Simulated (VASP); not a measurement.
## ReHgF6: single point with PBE+U

Crystal: ReHgF6.

```xyz
8
Lattice="5.1466 0.0000 0.0000 -2.5733 4.4571 0.0000 0.0000 -2.9714 4.7722" Properties=species:S:1:pos:R:3 pbc="T T T"
F    -0.9779    1.4857    3.7486
F     4.3489   -1.5897    3.7486
F     1.7756    0.1040    3.7486
F     3.5512    0.0000    1.0236
F    -1.7756    3.0754    1.0236
F     0.7977    1.3817    1.0236
Re    0.0000    0.0000    0.0000
Hg    2.5733   -1.4857    2.3861
```

- Program: VASP 6.6.1
- Task: single point
- Functional: PBE
- Potentials or basis: VASP PAW PBE potentials, release 64 (F, Re, Hg)
- Cutoff: 520 eV
- k mesh: 5 × 5 × 5
- Occupations: fermi-dirac, width 0.1 eV
- Spin: no spin polarisation
- Hubbard terms: Re d U = 3.08 eV

The pressure is 21.3 GPa and the largest force is 1.515 eV/Å.

Forces on the atoms (eV/Å):
```
F    1.057 -0.741 -0.792
F    0.113  1.286 -0.792
F   -1.170 -0.545 -0.792
F   -1.057  0.741  0.792
F   -0.113 -1.286  0.792
F    1.170  0.545  0.792
Re   0.000  0.000  0.000
Hg   0.000  0.000  0.000
```

Stress tensor (GPa, compression positive):
```
20.47  0.00  0.00
 0.00 20.47  0.00
 0.00  0.00 22.90
```

Levels at points of the mesh, in eV from the Fermi level:
| k point | band 26 | band 27 | band 28 | band 29 | band 30 | band 31 | band 32 | band 33 | band 34 | band 35 |
| --- | --- | --- | --- | --- | --- | --- | --- | --- | --- | --- |
| (0.00, 0.00, 0.00) | -5.38 | -5.38 | -4.25 | -4.25 | -0.23 | 0.25 | 0.25 | 0.26 | 5.14 | 5.14 |

Eigenvalues of the final occupation matrices:
```tsv
site	spin	trace	eigenvalues
site 7 d	1	2.37	0.33 0.33 0.54 0.59 0.59
site 7 d	2	2.37	0.33 0.33 0.54 0.59 0.59
```

Wall time 3.1 min on 1 thread of Intel(R) Xeon(R) Platinum 8375C CPU @ 2.90GHz (Ice Lake), with other jobs on the host, peak memory 0.29 GiB.

Caveat: spin-orbit coupling is left out, which moves the levels of the heavy elements; an odd number of electrons without spin polarisation forces a metal; a magnetic or distorted state may lie lower; U without spin polarisation on a metal has little footing.
